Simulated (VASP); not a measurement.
Ni: relaxation of cell and atoms with PBE

The system is Ni.

```
CELL_PARAMETERS angstrom
0.00000 1.73757 1.73757
1.73757 0.00000 1.73757
1.73757 1.73757 0.00000
ATOMIC_POSITIONS crystal
Ni 0.00000 0.00000 0.00000
```

```json
{
  "Program": "VASP 6.6.1",
  "Task": "relaxation of cell and atoms",
  "Functional": "PBE",
  "Potentials or basis": "VASP PAW PBE potentials, release 64 (Ni)",
  "Cutoff": "600 eV",
  "k mesh": "13 × 13 × 13",
  "Occupations": "fermi-dirac, width 0.05 eV",
  "Spin": "collinear spin, ferromagnetic start",
  "Starting moments": "[1.0] μB",
  "Dipole correction": "no",
  "Further INCAR settings": "ALGO = Normal; EDIFF = 1e-06; IBRION = 2; EDIFFG = -0.02; NSW = 80; ISIF = 3"
}
```

```json
{
  "Relaxed volume": "10.88 Å³/atom",
  "Relaxed cell": "a = 2.487 Å, b = 2.487 Å, c = 2.487 Å, α = 60.00°, β = 60.00°, γ = 60.00°",
  "Space group after relaxing (to 0.1 Å)": "Fm-3m (No. 225)",
  "Energy gained by relaxing": "9.1 meV/atom",
  "Ionic steps": "3",
  "Pressure after relaxing": "0.0 GPa",
  "Net moment": "0.63 μB per cell",
  "Site moments": "Ni +0.64 μB",
  "Valence electrons inside the program's atomic spheres": "Ni 9.31"
}
```

The path:
```
step  energy change (eV)  largest force (eV/Å)  pressure (GPa)  volume (Å³)
   1              0.0000                0.0000            7.86        10.49
   2             -0.0002                0.0000           -6.68        11.29
   3             -0.0091                0.0000           -0.01        10.88
```

Final structure:
```xyz
1
Lattice="0.0000 1.7588 1.7588 1.7588 0.0000 1.7588 1.7588 1.7588 0.0000" Properties=species:S:1:pos:R:3 pbc="T T T"
Ni    0.0000    0.0000    0.0000
```

Levels at points of the mesh, in eV from the Fermi level:
Spin up:
```csv
k point,band 3,band 4,band 5,band 6,band 7,band 8
"(0.00, 0.00, 0.00)",-2.44,-2.44,-1.26,-1.26,23.71,27.58
```
Spin down:
| k point | band 2 | band 3 | band 4 | band 5 | band 6 | band 7 | band 8 | band 9 |
| --- | --- | --- | --- | --- | --- | --- | --- | --- |
| (0.00, 0.00, 0.00) | -1.68 | -1.68 | -1.68 | -0.68 | -0.68 | 23.56 | 27.56 | 27.56 |

It took 70 s on 1 thread of Intel Xeon 8259CL, with other jobs on the host, peak memory 0.15 GiB.
